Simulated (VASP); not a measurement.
# TiAl (P-6m2) in VASP: further runs, part 2 of 2

VASP 6.6.1. The steps go on from the part before.

### 3 Single point, PBE

This run uses another cell than the first one, of the same volume but with other edges.

INCAR reads:

```
SYSTEM = TiAl
PREC = Accurate
ENCUT = 520
EDIFF = 1E-6
ISMEAR = 0
SIGMA = 0.15
LREAL = .FALSE.
LASPH = .TRUE.
NELM = 60
ALGO = Fast
ISIF = 2
LWAVE = .FALSE.
LCHARG = .FALSE.
GGA = PE
NBANDS = 14
```

KPOINTS reads:

```
regular mesh
0
G
  21 21 12
  0 0 0
```

POSCAR reads:

```
TiAl
1.0
    2.6981970652      0.0000000000      0.0000000000
   -1.3490985326      2.3367072029      0.0000000000
    0.0000000000      0.0000000000      5.2826935789
Ti Al
1 1
Direct
    0.0000000000      0.0000000000      0.0000000000
    0.3333333333      0.6666666667      0.5000000000
```

Potentials or basis: VASP PAW PBE potentials, release 64 (Ti_sv, Al).

On the command line:

```bash
cat potpaw_PBE.64/Ti_sv/POTCAR potpaw_PBE.64/Al/POTCAR > POTCAR
mpirun -np 1 vasp_std > vasp.out
```

OUTCAR:

```text
SYSTEM = TiAl
   PREC = Accurate
   ENCUT = 520
   EDIFF = 1E-6
   ISMEAR = 0
   LREAL = .FALSE.
   LASPH = .TRUE.
   NELM = 60
   ISIF = 2
   GGA = PE

 ion  position               nearest neighbor table
   1  0.000  0.000  0.000-   2 3.07   2 3.07   2 3.07   2 3.07   2 3.07   2 3.07
   2  0.333  0.667  0.500-   1 3.07   1 3.07   1 3.07   1 3.07   1 3.07   1 3.07

  LATTYP: Found a hexagonal cell.
 ALAT       =     2.6981970652
 C/A-ratio  =     1.9578605459

  Lattice vectors:

 A1 = (   2.6981970652,   0.0000000000,   0.0000000000)
 A2 = (  -1.3490985326,   2.3367072029,   0.0000000000)
 A3 = (   0.0000000000,   0.0000000000,   5.2826935789)

Analysis of symmetry for initial positions (statically):
=====================================================================
 Subroutine PRICEL returns:
 Original cell was already a primitive cell.

 Routine SETGRP: Setting up the symmetry group for a
 hexagonal supercell.

 Subroutine GETGRP returns: Found 12 space group operations
 (whereof 12 operations were pure point group operations)
 out of a pool of 24 trial point group operations.

The static configuration has the point symmetry D_3h.

Analysis of symmetry for dynamics (positions and initial velocities):
=====================================================================
 Subroutine PRICEL returns:
 Original cell was already a primitive cell.

 Routine SETGRP: Setting up the symmetry group for a
 hexagonal supercell.

 Subroutine GETGRP returns: Found 12 space group operations
 (whereof 12 operations were pure point group operations)
 out of a pool of 24 trial point group operations.

The dynamic configuration has the point symmetry D_3h.

 Subroutine INISYM returns: Found 12 space group operations
 (whereof 12 operations are pure point group operations),
 and found     1 'primitive' translations

----------------------------------------------------------------------------------------

                                     Primitive cell

  volume of cell :      33.3068

  direct lattice vectors                    reciprocal lattice vectors
     2.698197065  0.000000000  0.000000000     0.370617852  0.213976316  0.000000000
    -1.349098533  2.336707203  0.000000000     0.000000000  0.427952633  0.000000000
     0.000000000  0.000000000  5.282693579     0.000000000  0.000000000  0.189297370

  length of vectors
     2.698197065  2.698197065  5.282693579     0.427952633  0.427952633  0.189297370

  position of ions in fractional coordinates (direct lattice)
     0.000000000  0.000000000  0.000000000
     0.333333333  0.666666667  0.500000000

  ion indices of the primitive-cell ions
   primitive index   ion index
                 1           1
                 2           2

----------------------------------------------------------------------------------------

 KPOINTS: regular mesh

Automatic generation of k-mesh.
 Grid dimensions read from file:
 generate k-points for:   21   21   12

 Generating k-lattice:

  Cartesian coordinates                     Fractional coordinates (reciprocal lattice)
     0.017648469  0.010189348  0.000000000     0.047619048  0.000000000  0.000000000
     0.000000000  0.020378697  0.000000000     0.000000000  0.047619048  0.000000000
[... 42 lines left out ...]
   total plane-waves  NPLWV =  16000
   dimension x,y,z NGX =    20 NGY =   20 NGZ =   40
   dimension x,y,z NGXF=    40 NGYF=   40 NGZF=   80
   ions per type =               1   1
   NGX,Y,Z   is equivalent  to a cutoff of  12.32, 12.32, 12.59 a.u.
   NGXF,Y,Z  is equivalent  to a cutoff of  24.65, 24.65, 25.18 a.u.
 SYSTEM =  TiAl
   PREC   = accura    normal or accurate (medium, high low for compatibility)
   ISTART =      0    job   : 0-new  1-cont  2-samecut
   ICHARG =      2    charge: 1-file 2-atom 10-const
   ISPIN  =      1    spin polarized calculation?
   LNONCOLLINEAR =      F non collinear calculations
   LSORBIT =      F    spin-orbit coupling
   LASPH  =      T    aspherical Exc in radial PAW
   ENCUT  =  520.0 eV  38.22 Ry    6.18 a.u.   5.02  5.02  9.82*2*pi/ulx,y,z
   NELM   =     60;   NELMIN=  2; NELMDL= -5     # of ELM steps
   EDIFF  = 0.1E-05   stopping-criterion for ELM
   LREAL  =      F    real-space projection
   EDIFFG = 0.1E-04   stopping-criterion for IOM
   NSW    =      0    number of steps for IOM
   IBRION =     -1    ionic relax: 0-MD 1-quasi-New 2-CG
   NFREE  =      0    steps in history (QN), initial steepest desc. (CG)
   ISIF   =      2    stress and relaxation
   ISYM   =      2    0-nonsym 1-usesym 2-fastsym
   POTIM  = 0.5000    time-step for ionic-motion
   TEBEG  =    0.0;   TEEND  =   0.0 temperature during run
   PSTRESS=    0.0 pullay stress
   NELECT =      15.0000    total number of electrons
   NUPDOWN=      -1.0000    fix difference up-down
   EMIN   =  10.00;   EMAX   =-10.00  energy-range for DOS
   EFERMI =   0.00;   METHOD = LEGACY
   ISMEAR =     0;   SIGMA  =   0.15  broadening in eV -4-tet -1-fermi 0-gaus
   EFERMI_NEDOS =   21; number of points for ismear=-14 and -15
   IALGO  =     68    algorithm
   IMIX   =      4    mixing-type and parameters
     AMIX     =   0.40;   BMIX     =  1.00
     AMIX_MAG =   1.60;   BMIX_MAG =  1.00
  volume/ion in A,a.u.               =      16.65       112.38
  Fermi-wavevector in a.u.,A,eV,Ry     =   1.254857  2.371335 21.424622  1.574665
  Thomas-Fermi vector in A             =   2.388641
   LORBIT       =      0    0 simple, 1 ext, 2 COOP (PROOUT), +10 PAW based schemes
   GGA     = PE    functional components
   LHFCALC =     F    Hartree Fock is set to
   AEXX    =    0.0000 exact exchange contribution
   IVDW    =     0    specifies the selected vdW correction
   LEPSILON=     F    determine dielectric tensor
   LRPA    =     F    only Hartree local field effects (RPA)
 non-spin polarized calculation
 RMM-DIIS sequential band-by-band and
 Gauss-broadening in eV      SIGMA  =   0.15
  energy-cutoff  :      520.00
  volume of cell :       33.31
 maximum number of plane-waves:       927
 NGX is ok and might be reduce to    20

 number of electron      14.9999990 magnetization

 Free energy of the ion-electron system (eV)
  ---------------------------------------------------
  ext. energy  EPLUGINS =         0.00000000
  ---------------------------------------------------
  free energy    TOTEN  =       -11.67143446 eV

  energy without entropy =      -11.64843514  energy(sigma->0) =      -11.65993480

 E-fermi :   8.1280     XC(G=0): -10.9001

 val. band max:        8.1225510166   @ k =   0.3810   0.0000   0.0833
 cond. band min:       8.1280437205   @ k =   0.2381   0.1905   0.4167
 fundamental gap:      0.0054927039
 Fermi energy:         8.1280351005

 k-point     1 :       0.0000    0.0000    0.0000
  band No.  band energies     occupation
      1     -48.5509      2.00000
      2     -24.8977      2.00000
      3     -24.1991      2.00000
      4     -24.1991      2.00000
      5      -1.3737      2.00000
      6       4.8866      2.00000
      7       4.9271      2.00000
      8       9.3248      0.00000
      9       9.3248      0.00000
     10       9.8373      0.00000
     11      11.2527      0.00000
     12      11.2527      0.00000
     13      20.4357      0.00000
     14      22.4971      0.00000
[... 377 lines left out ...]
      1     -48.4560      2.00000
      2     -24.8152      2.00000
      3     -24.6891      2.00000
      4     -24.3345      2.00000
      5       0.3484      2.00000
      6       5.6623      2.00000
      7       6.6822      2.00000
      8       8.2444      0.27274
      9      10.4538      0.00000
     10      10.6767      0.00000
     11      10.9045      0.00000
     12      10.9238      0.00000
     13      14.3499      0.00000
     14      16.7988      0.00000

 [... further k-points ...]

------------------------ aborting loop because EDIFF is reached ----------------------------------------

  FORCE on cell =-STRESS in cart. coord.  units (eV):
  Direction    XX          YY          ZZ          XY          YZ          ZX
  --------------------------------------------------------------------------------------
  -------------------------------------------------------------------------------------
  Total        2.6998000      2.6998000     -4.0778673      0.0000000     -0.0000000      0.0000000
  in kB      129.8699841    129.8699841   -196.1599251      0.0000000     -0.0000000      0.0000000
  external PRESSURE =      21.1933477 kB  Pullay stress =       0.0000000 kB

 VOLUME and BASIS-vectors are now :
 -----------------------------------------------------------------------------
  energy-cutoff  :      520.00
  volume of cell :       33.31
      direct lattice vectors                 reciprocal lattice vectors
     2.698197065  0.000000000  0.000000000     0.370617852  0.213976316  0.000000000
    -1.349098533  2.336707203  0.000000000     0.000000000  0.427952633  0.000000000
     0.000000000  0.000000000  5.282693579     0.000000000  0.000000000  0.189297370

 POSITION                                       TOTAL-FORCE (eV/Angst)
 -----------------------------------------------------------------------------------
      0.00000      0.00000      0.00000        -0.000000      0.000000      0.000000
     -0.00000      1.55780      2.64135         0.000000     -0.000000      0.000000
 -----------------------------------------------------------------------------------
    total drift:                                0.000000     -0.000000      0.000000

  FREE ENERGIE OF THE ION-ELECTRON SYSTEM (eV)
  ---------------------------------------------------
  free  energy   TOTEN  =       -11.6714344634 eV

  energy  without entropy=      -11.6484351436  energy(sigma->0) =      -11.65993480
```

stdout:

```text
POSCAR found type information on POSCAR TiAl
 POSCAR found :  2 types and       2 ions
 scaLAPACK will be used
 LDA part: xc-table for (Slater+PW92), standard interpolation
 POSCAR, INCAR and KPOINTS ok, starting setup
 FFT: planning ... GRIDC
 FFT: planning ... GRID_SOFT
 FFT: planning ... GRID
 WAVECAR not read
 entering main loop
WARNING in EDDRMM: call to ZHEGV failed, returncode =   6  3     11
WARNING in EDDRMM: call to ZHEGV failed, returncode =   6  3      8
WARNING in EDDRMM: call to ZHEGV failed, returncode =   6  3      8
WARNING in EDDRMM: call to ZHEGV failed, returncode =   6  3      9
WARNING in EDDRMM: call to ZHEGV failed, returncode =   6  3     13
WARNING in EDDRMM: call to ZHEGV failed, returncode =   6  3      6
WARNING in EDDRMM: call to ZHEGV failed, returncode =   6  3      4
WARNING in EDDRMM: call to ZHEGV failed, returncode =   8  4     14
```

Wall time 2.5 min (1 thread of AMD EPYC 9R45 (Zen 5), shared host); peak memory 0.24 GiB.

What came out:

| Property | Result |
| --- | --- |
| Free energy | -11.6714 eV |
| Pressure | 2.1 GPa |
| Band gap on the k mesh | zero (an odd number of electrons rules out a gap without spin polarisation) |

Levels at points of the mesh, in eV from the Fermi level:
| k point | band 5 | band 6 | band 7 | band 8 | band 9 | band 10 |
| --- | --- | --- | --- | --- | --- | --- |
| (0.00, 0.00, 0.00) | -9.50 | -3.24 | -3.20 | 1.20 | 1.20 | 1.71 |
| (0.00, 0.00, 0.50) | -9.02 | -5.71 | -1.55 | 1.20 | 1.20 | 3.11 |

### 4 Single point, PBE

This run uses another cell than the first one, of the same volume but with other edges.

INCAR reads:

```
SYSTEM = TiAl
  ALGO = Fast
  EDIFF = 1E-7
  ENCUT = 520
  GGA = PE
  ISIF = 2
  ISMEAR = 0
  LASPH = .True.
  LCHARG = .False.
  LREAL = .False.
  LWAVE = .False.
  NBANDS = 14
  NELM = 100
  PREC = Accurate
  SIGMA = 0.15
```

KPOINTS reads:

```
k-points
0
Gamma
  21 21 12
  0 0 0
```

POSCAR reads:

```
TiAl
1.0
    2.9480723564      0.0000000000      0.0000000000
   -1.4740361782      2.5531055528      0.0000000000
    0.0000000000      0.0000000000      4.4251344905
Ti Al
1 1
Direct
    0.0000000000      0.0000000000      0.0000000000
    0.3333333333      0.6666666667      0.5000000000
```

On the command line:

```bash
cat potpaw_PBE.64/Ti_sv/POTCAR potpaw_PBE.64/Al/POTCAR > POTCAR
mpirun -np 1 vasp_std > vasp.out
```

Run time: 3.8 min. Hardware: 1 thread of AMD EPYC 9R45 (Zen 5), shared host; peak memory 0.26 GiB.

Results (log left out):

```
Free energy            : -12.0517 eV
Pressure               : 1.5 GPa
Band gap on the k mesh : zero (an odd number of electrons rules out a gap without spin polarisation)
```

Stress tensor (GPa, compression positive):
```
-1.47  0.00  0.00
 0.00 -1.47  0.00
 0.00  0.00  7.36
```

Levels at points of the mesh, in eV from the Fermi level:
```tsv
k point	band 4	band 5	band 6	band 7	band 8	band 9	band 10	band 11	band 12	band 13
(0.00, 0.00, 0.00)	-32.54	-8.77	-1.98	-1.13	1.20	1.20	2.51	2.51	4.86	12.00
(0.00, 0.00, 0.50)	-32.54	-7.64	-5.11	0.01	1.22	1.22	2.37	2.37	8.11	12.17
```

### 5 Overview

```csv
cell,further INCAR settings,gap on the mesh (eV),pressure (GPa)
"a = 3.027, b = 3.027, c = 4.198 Å, angles 90.0, 90.0, 120.0°, 2 atoms",ALGO = Fast; EDIFF = 1e-06; NBANDS = 14,none,3.3
"a = 2.698, b = 2.698, c = 5.283 Å, angles 90.0, 90.0, 120.0°, 2 atoms",ALGO = Fast; EDIFF = 1e-06; NBANDS = 14,none,2.1
"a = 2.948, b = 2.948, c = 4.425 Å, angles 90.0, 90.0, 120.0°, 2 atoms",ALGO = Fast; EDIFF = 1e-07; NBANDS = 14,none,1.5
```

Alike in all rows: task single point; level PBE; potentials or basis VASP PAW PBE potentials, release 64 (Ti_sv, Al); no spin polarisation; k mesh 21 × 21 × 12; cutoff (eV) 520; smearing gaussian 0.15 eV.

Caveats: the cell stands under pressure (at least some runs).

Total energies depend on the potentials used, so only differences within one code and one set of settings carry meaning.
